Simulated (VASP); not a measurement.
Ti3O2: single point with r2SCAN

Ti3O2:

```
CELL_PARAMETERS angstrom
-2.55107 4.41858 0.00000
-5.10213 0.00000 0.00000
-2.55107 1.47286 4.95380
ATOMIC_POSITIONS crystal
Ti 0.75000 0.08080 0.75000
Ti 0.08080 0.41920 0.75000
Ti 0.41920 0.75000 0.75000
Ti 0.58080 0.25000 0.25000
Ti 0.91920 0.58080 0.25000
Ti 0.25000 0.91920 0.25000
O 0.16254 0.16254 0.51238
O 0.33746 0.33746 0.98762
O 0.66254 0.66254 0.01238
O 0.83746 0.83746 0.48762
```

```yaml
Program: VASP 6.6.1
Task: single point
Functional: r2SCAN
Potentials_or_basis: VASP PAW PBE potentials, release 64 (Ti_sv, O)
Cutoff: 520 eV
k_mesh: 6 × 6 × 6
Occupations: gaussian, width 0.05 eV
Spin: no spin polarisation
```

| Property | Result |
| --- | --- |
| Pressure | 0.2 GPa |
| Largest force | 0.022 eV/Å |
| Band gap on the k mesh | zero (band 48 reaches 10.74 eV, above the bottom of band 49 at 10.35 eV) |

Forces in eV/Å, atoms in the order of the input:
```
Ti  -0.004  0.000  0.000
Ti   0.002  0.004  0.000
Ti   0.002 -0.004  0.000
Ti  -0.002  0.004  0.000
Ti  -0.002 -0.004  0.000
Ti   0.004  0.000  0.000
O    0.000  0.000 -0.022
O    0.000  0.000  0.022
O    0.000  0.000 -0.022
O    0.000  0.000  0.022
```

Stress tensor (GPa, compression positive):
```
0.16 0.00 0.00
0.00 0.16 0.00
0.00 0.00 0.26
```

Levels at points of the mesh, in eV from the Fermi level:
| k point | band 44 | band 45 | band 46 | band 47 | band 48 | band 49 | band 50 | band 51 | band 52 | band 53 |
| --- | --- | --- | --- | --- | --- | --- | --- | --- | --- | --- |
| (0.00, 0.00, 0.00) | -1.01 | -0.46 | -0.46 | -0.32 | -0.29 | -0.13 | -0.13 | 0.49 | 0.49 | 1.11 |
| (0.50, 0.00, 0.00) | -1.75 | -1.03 | -1.03 | -0.29 | -0.29 | 0.63 | 0.63 | 1.09 | 1.09 | 1.75 |
| (0.50, 0.50, 0.00) | -1.56 | -1.24 | -1.07 | -0.98 | 0.26 | 0.31 | 0.59 | 1.00 | 1.39 | 1.80 |
| (0.00, 0.00, 0.50) | -1.16 | -1.16 | -1.16 | -0.31 | -0.31 | 0.93 | 0.93 | 0.93 | 0.93 | 1.93 |

It took 22 min on 1 thread of Intel(R) Xeon(R) Platinum 8259CL CPU @ 2.50GHz (Skylake/Cascade Lake), with other jobs on the host, peak memory 0.38 GiB.

Caveat: the PAW data sets were made with another functional, which shifts forces and pressure a little.
